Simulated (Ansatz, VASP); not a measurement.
## Pt5Au: VASP beside Ansatz

```xyz
6
Lattice="2.8080 0.0000 0.0000 0.0000 2.8080 0.0000 0.0000 0.0000 25.9278" Properties=species:S:1:pos:R:3 pbc="T T T"
Pt    0.7020    0.7020    8.0567
Pt    2.1060    2.1060    9.9938
Pt    2.1060    2.1060   13.9571
Pt    0.7020    0.7020   15.9340
Pt    2.1060    2.1060   17.8711
Au    0.7020    0.7020   11.9707
```

Alike in both runs: task single point; functional PBE; k mesh 12 × 12 × 1; occupations fermi-dirac, width 0.08 eV; no spin polarisation.

|  | VASP | Ansatz |
| --- | --- | --- |
| version | VASP 6.6.1 | Ansatz 0.2.0 |
| potentials or method | VASP PAW PBE potentials, release 64 (Pt, Au), cutoff 520 eV | all-electron LAPW, scalar-relativistic |

```csv
,VASP,Ansatz,Ansatz less VASP
rms of the force components (eV/Å),0.264,0.263,-0.0010
```

Ansatz ran all-electron here, and VASP with PAW potentials.

Spin-orbit coupling is off throughout.
